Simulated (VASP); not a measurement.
# CdS (P6_3/mmc) in VASP: relaxation of cell and atoms with LDA

Aim: the relaxation of cell and atoms of CdS with LDA.

All numbers are computed with VASP 6.6.1; they aren't measurements. Logs are shortened: lines on timing, memory, paths and dates and some standing lists are left out, and cuts for length are marked.

## (1) The cell of the first run

It takes space group P6_3/mmc (No. 194, hexagonal). Conventional cell: a = 4.432 Å, b = 4.432 Å, c = 5.831 Å, α = 90.00°, β = 90.00°, γ = 120.00°. Cd (site symmetry -6m2) has 5 S at 2.56 to 2.92 Å within 3.4 Å. S (site symmetry -6m2) has 5 Cd at 2.56 to 2.92 Å within 3.4 Å.

## (2) Relaxation of cell and atoms, LDA

File INCAR:

```
PREC = Accurate
ENCUT = 630
EDIFF = 1E-7
ISMEAR = -1
SIGMA = 0.02
LREAL = False
LASPH = True
NELM = 120
ALGO = Normal
ISIF = 3
LWAVE = False
LCHARG = False
GGA = CA
IBRION = 2
NSW = 80
EDIFFG = -0.005
GGA_COMPAT = False
NELMIN = 4
```

File KPOINTS:

```
regular mesh
0
Gamma
  6 6 4
```

File POSCAR:

```
CdS
1.0
    4.4324862168      0.0000000000      0.0000000000
   -2.2162431084      3.8386456656      0.0000000000
    0.0000000000      0.0000000000      5.8308018859
Cd S
2 2
Direct
    0.3333333333      0.6666666667      0.2500000000
    0.6666666667      0.3333333333      0.7500000000
    0.6666666667      0.3333333333      0.2500000000
    0.3333333333      0.6666666667      0.7500000000
```

Potentials or basis: VASP PAW LDA potentials, release 64 (Cd_sv_GW, S).

Launch:

```bash
cat potpaw_LDA.64/Cd_sv_GW/POTCAR potpaw_LDA.64/S/POTCAR > POTCAR
mpirun -np 1 vasp_std > vasp.out
```

OUTCAR:

```text
PREC = Accurate
   ENCUT = 630
   EDIFF = 1E-7
   ISMEAR = -1
   LREAL = False
   LASPH = True
   NELM = 120
   ISIF = 3
   GGA = CA
   IBRION = 2
   NSW = 80
   EDIFFG = -0.005
   NELMIN = 4

 ion  position               nearest neighbor table
   1  0.333  0.667  0.250-   3 2.56   3 2.56   3 2.56
   2  0.667  0.333  0.750-   4 2.56   4 2.56   4 2.56
   3  0.667  0.333  0.250-   1 2.56   1 2.56   1 2.56
   4  0.333  0.667  0.750-   2 2.56   2 2.56   2 2.56

  LATTYP: Found a hexagonal cell.
 ALAT       =     4.4324862168
 C/A-ratio  =     1.3154698291

  Lattice vectors:

 A1 = (   4.4324862168,   0.0000000000,   0.0000000000)
 A2 = (  -2.2162431084,   3.8386456656,   0.0000000000)
 A3 = (   0.0000000000,   0.0000000000,   5.8308018859)

Analysis of symmetry for initial positions (statically):
=====================================================================
 Subroutine PRICEL returns:
 Original cell was already a primitive cell.

 Routine SETGRP: Setting up the symmetry group for a
 hexagonal supercell.

 Subroutine GETGRP returns: Found 24 space group operations
 (whereof 12 operations were pure point group operations)
 out of a pool of 24 trial point group operations.

The static configuration has the point symmetry D_3d.
 The point group associated with its full space group is D_6h.

Analysis of symmetry for dynamics (positions and initial velocities):
=====================================================================
 Subroutine PRICEL returns:
 Original cell was already a primitive cell.

 Routine SETGRP: Setting up the symmetry group for a
 hexagonal supercell.

 Subroutine GETGRP returns: Found 24 space group operations
 (whereof 12 operations were pure point group operations)
 out of a pool of 24 trial point group operations.

The dynamic configuration has the point symmetry D_3d.
 The point group associated with its full space group is D_6h.

 Subroutine INISYM returns: Found 24 space group operations
 (whereof 12 operations are pure point group operations),
 and found     1 'primitive' translations

----------------------------------------------------------------------------------------

                                     Primitive cell

  volume of cell :      99.2096

  direct lattice vectors                    reciprocal lattice vectors
     4.432486217  0.000000000  0.000000000     0.225607019  0.130254273  0.000000000
    -2.216243108  3.838645666  0.000000000     0.000000000  0.260508546  0.000000000
     0.000000000  0.000000000  5.830801886     0.000000000  0.000000000  0.171502997

  length of vectors
     4.432486217  4.432486217  5.830801886     0.260508546  0.260508546  0.171502997

  position of ions in fractional coordinates (direct lattice)
     0.333333333  0.666666667  0.250000000
     0.666666667  0.333333333  0.750000000
     0.666666667  0.333333333  0.250000000
     0.333333333  0.666666667  0.750000000

  ion indices of the primitive-cell ions
   primitive index   ion index
                 1           1
                 2           2
                 3           3
                 4           4

----------------------------------------------------------------------------------------

 KPOINTS: regular mesh

Automatic generation of k-mesh.
 Grid dimensions read from file:
 generate k-points for:    6    6    4

 Generating k-lattice:

  Cartesian coordinates                     Fractional coordinates (reciprocal lattice)
     0.037601170  0.021709045  0.000000000     0.166666667 -0.000000000  0.000000000
     0.000000000  0.043418091  0.000000000     0.000000000  0.166666667  0.000000000
     0.000000000  0.000000000  0.042875749     0.000000000  0.000000000  0.250000000

  Length of vectors
     0.043418091  0.043418091  0.042875749

  Shift w.r.t. Gamma in fractional coordinates (k-lattice)
     0.000000000  0.000000000  0.000000000

 Subroutine IBZKPT returns following result:
 ===========================================

 Found     21 irreducible k-points:

 Following reciprocal coordinates:
            Coordinates               Weight
  0.000000  0.000000  0.000000      1.000000
  0.166667 -0.000000  0.000000      6.000000
  0.333333  0.000000  0.000000      6.000000
  0.500000  0.000000  0.000000      3.000000
  0.166667  0.166667  0.000000      6.000000
  0.333333  0.166667  0.000000     12.000000
[... 13 lines left out ...]
  0.333333  0.166667  0.500000     12.000000
  0.333333  0.333333  0.500000      2.000000
   k-points           NKPTS =     21   k-points in BZ     NKDIM =     21   number of bands    NBANDS=     31
   number of dos      NEDOS =    301   number of ions     NIONS =      4
   total plane-waves  NPLWV =  62208
   dimension x,y,z NGX =    36 NGY =   36 NGZ =   48
   dimension x,y,z NGXF=    72 NGYF=   72 NGZF=   96
   ions per type =               2   2
   NGX,Y,Z   is equivalent  to a cutoff of  13.50, 13.50, 13.69 a.u.
   NGXF,Y,Z  is equivalent  to a cutoff of  27.00, 27.00, 27.37 a.u.
 SYSTEM =  unknown system
   PREC   = accura    normal or accurate (medium, high low for compatibility)
   ISTART =      0    job   : 0-new  1-cont  2-samecut
   ICHARG =      2    charge: 1-file 2-atom 10-const
   ISPIN  =      1    spin polarized calculation?
   LNONCOLLINEAR =      F non collinear calculations
   LSORBIT =      F    spin-orbit coupling
   LASPH  =      T    aspherical Exc in radial PAW
   ENCUT  =  630.0 eV  46.30 Ry    6.80 a.u.   9.07  9.07 11.93*2*pi/ulx,y,z
   NELM   =    120;   NELMIN=  4; NELMDL= -5     # of ELM steps
   EDIFF  = 0.1E-06   stopping-criterion for ELM
   LREAL  =      F    real-space projection
   EDIFFG = -.5E-02   stopping-criterion for IOM
   NSW    =     80    number of steps for IOM
   IBRION =      2    ionic relax: 0-MD 1-quasi-New 2-CG
   NFREE  =      1    steps in history (QN), initial steepest desc. (CG)
   ISIF   =      3    stress and relaxation
   ISYM   =      2    0-nonsym 1-usesym 2-fastsym
   POTIM  = 0.5000    time-step for ionic-motion
   TEBEG  =    0.0;   TEEND  =   0.0 temperature during run
   PSTRESS=    0.0 pullay stress
   NELECT =      52.0000    total number of electrons
   NUPDOWN=      -1.0000    fix difference up-down
   EMIN   =  10.00;   EMAX   =-10.00  energy-range for DOS
   EFERMI =   0.00;   METHOD = LEGACY
   ISMEAR =    -1;   SIGMA  =   0.02  broadening in eV -4-tet -1-fermi 0-gaus
   EFERMI_NEDOS =   21; number of points for ismear=-14 and -15
   IALGO  =     38    algorithm
   IMIX   =      4    mixing-type and parameters
     AMIX     =   0.40;   BMIX     =  1.00
     AMIX_MAG =   1.60;   BMIX_MAG =  1.00
  volume/ion in A,a.u.               =      24.80       167.37
  Fermi-wavevector in a.u.,A,eV,Ry     =   1.319952  2.494347 23.705057  1.742273
  Thomas-Fermi vector in A             =   2.449813
   LORBIT       =      0    0 simple, 1 ext, 2 COOP (PROOUT), +10 PAW based schemes
   GGA     = CA    functional components
   LHFCALC =     F    Hartree Fock is set to
   AEXX    =    0.0000 exact exchange contribution
   IVDW    =     0    specifies the selected vdW correction
   LEPSILON=     F    determine dielectric tensor
   LRPA    =     F    only Hartree local field effects (RPA)
 conjugate gradient relaxation of ions
 non-spin polarized calculation
  energy-cutoff  :      630.00
  volume of cell :       99.21
 maximum number of plane-waves:      3606
   NGX = 19   NGY = 19   NGZ = 23

--------------------------------------- Ionic step        1  -------------------------------------------

 number of electron      51.9999983 magnetization

 Free energy of the ion-electron system (eV)
  ---------------------------------------------------
  ext. energy  EPLUGINS =         0.00000000
  ---------------------------------------------------
  free energy    TOTEN  =       -14.44202115 eV

  energy without entropy =      -14.44202115  energy(sigma->0) =      -14.44202115

 E-fermi :   3.0532     XC(G=0):  -9.7390

 val. band max:        2.6610405881   @ k =   0.3333   0.3333   0.5000
 cond. band min:       3.4209201761   @ k =   0.0000   0.0000   0.0000
 fundamental gap:      0.7598795880
 Fermi energy:         3.0531920116

 k-point     1 :       0.0000    0.0000    0.0000
  band No.  band energies     occupation
      1     -98.1810      2.00000
      2     -98.1810      2.00000
      3     -59.5715      2.00000
      4     -59.5715      2.00000
      5     -59.5711      2.00000
      6     -59.5711      2.00000
[... 23 lines left out ...]
     30       8.1892      0.00000
     31       9.6000      0.00000
[... 957 lines left out ...]
 VOLUME and BASIS-vectors are now :
 -----------------------------------------------------------------------------
  energy-cutoff  :      630.00
  volume of cell :       91.02
      direct lattice vectors                 reciprocal lattice vectors
     4.327983033  0.000000000  0.000000000     0.231054510  0.133399384  0.000000000
    -2.163991516  3.748143254 -0.000000000     0.000000000  0.266798767  0.000000000
     0.000000000 -0.000000000  5.611065031     0.000000000  0.000000000  0.178219285

 POSITION                                       TOTAL-FORCE (eV/Angst)
 -----------------------------------------------------------------------------------
     -0.00000      2.49876      1.40277         0.000000     -0.000000      0.000000
      2.16399      1.24938      4.20830        -0.000000      0.000000     -0.000000
      2.16399      1.24938      1.40277        -0.000000     -0.000000      0.000000
     -0.00000      2.49876      4.20830        -0.000000      0.000000      0.000000
 -----------------------------------------------------------------------------------
    total drift:                               -0.000000     -0.000000      0.000000

  FREE ENERGIE OF THE ION-ELECTRON SYSTEM (eV)
  ---------------------------------------------------
  free  energy   TOTEN  =       -14.5840672506 eV

  energy  without entropy=      -14.5840672505  energy(sigma->0) =      -14.58406725

--------------------------------------- Ionic step        9  -------------------------------------------

 number of electron      52.0000026 magnetization

 Free energy of the ion-electron system (eV)
  ---------------------------------------------------
  ext. energy  EPLUGINS =         0.00000000
  ---------------------------------------------------
  free energy    TOTEN  =       -14.58407178 eV

  energy without entropy =      -14.58407178  energy(sigma->0) =      -14.58407178

 E-fermi :   3.9755     XC(G=0): -10.1457

 val. band max:        3.5825802316   @ k =   0.3333   0.3333   0.5000
 cond. band min:       4.3437735724   @ k =   0.0000   0.0000   0.0000
 fundamental gap:      0.7611933408
 Fermi energy:         3.9754523065

 k-point     1 :       0.0000    0.0000    0.0000
  band No.  band energies     occupation
      1     -97.4177      2.00000
      2     -97.4176      2.00000
      3     -58.8154      2.00000
      4     -58.8154      2.00000
      5     -58.8146      2.00000
      6     -58.8146      2.00000
[... 23 lines left out ...]
     30       8.9890      0.00000
     31      10.6199      0.00000
[... 691 lines left out ...]
 VOLUME and BASIS-vectors are now :
 -----------------------------------------------------------------------------
  energy-cutoff  :      630.00
  volume of cell :       90.98
      direct lattice vectors                 reciprocal lattice vectors
     4.327274740  0.000000000  0.000000000     0.231092329  0.133421219  0.000000000
    -2.163637370  3.747529854 -0.000000000     0.000000000  0.266842437  0.000000000
     0.000000000 -0.000000000  5.610373037     0.000000000  0.000000000  0.178241267

 POSITION                                       TOTAL-FORCE (eV/Angst)
 -----------------------------------------------------------------------------------
     -0.00000      2.49835      1.40259         0.000000     -0.000000     -0.000000
      2.16364      1.24918      4.20778        -0.000000      0.000000     -0.000000
      2.16364      1.24918      1.40259         0.000000     -0.000000      0.000000
     -0.00000      2.49835      4.20778        -0.000000      0.000000     -0.000000
 -----------------------------------------------------------------------------------
    total drift:                               -0.000000     -0.000000      0.000000

  FREE ENERGIE OF THE ION-ELECTRON SYSTEM (eV)
  ---------------------------------------------------
  free  energy   TOTEN  =       -14.5840717776 eV

  energy  without entropy=      -14.5840717775  energy(sigma->0) =      -14.58407178

 reached required accuracy - stopping structural energy minimisation
```

Run time: 8.8 min. Hardware: 1 thread of Intel Xeon Platinum 8259CL at 2.50GHz (Skylake/Cascade Lake), shared host; peak memory 0.26 GiB.

Results:

```
Free energy                           : -14.5841 eV
Relaxed volume                        : 22.75 Å³/atom
Relaxed cell                          : a = 4.327 Å, b = 4.327 Å, c = 5.610 Å, α = 90.00°, β = 90.00°, γ = 120.00°
Space group after relaxing (to 0.1 Å) : P6_3/mmc (No. 194)
Energy gained by relaxing             : 35.5 meV/atom
Ionic steps                           : 9
Pressure after relaxing               : 0.0 GPa
Band gap on the k mesh                : 0.76 eV (least direct gap 1.05 eV)
```

Step by step:
| step | energy change (eV) | largest force (eV/Å) | pressure (GPa) | volume (Å³) |
| --- | --- | --- | --- | --- |
| 1 | 0.0000 | 0.0000 | -5.16 | 99.21 |
| 2 | -0.1116 | 0.0000 | 2.76 | 88.17 |
| 3 | -0.1382 | 0.0000 | -0.03 | 91.29 |
| 4 | -0.1406 | 0.0000 | -0.02 | 91.15 |
| 5 | -0.1420 | 0.0000 | 0.04 | 90.91 |
| 6 | -0.1420 | 0.0000 | 0.04 | 90.92 |
| 7 | -0.1420 | 0.0000 | 0.04 | 90.93 |
| 8 | -0.1420 | 0.0000 | -0.03 | 91.02 |
| 9 | -0.1421 | 0.0000 | -0.01 | 90.98 |

Final structure:
```
Cd S
1.0
     4.32727    0.00000    0.00000
    -2.16364    3.74753    0.00000
     0.00000    0.00000    5.61037
Cd S
2 2
Direct
  0.33333 0.66667 0.25000
  0.66667 0.33333 0.75000
  0.66667 0.33333 0.25000
  0.33333 0.66667 0.75000
```

Caveat: semilocal functionals underestimate gaps, and a narrow one can read as zero. A k mesh can miss the band edges.
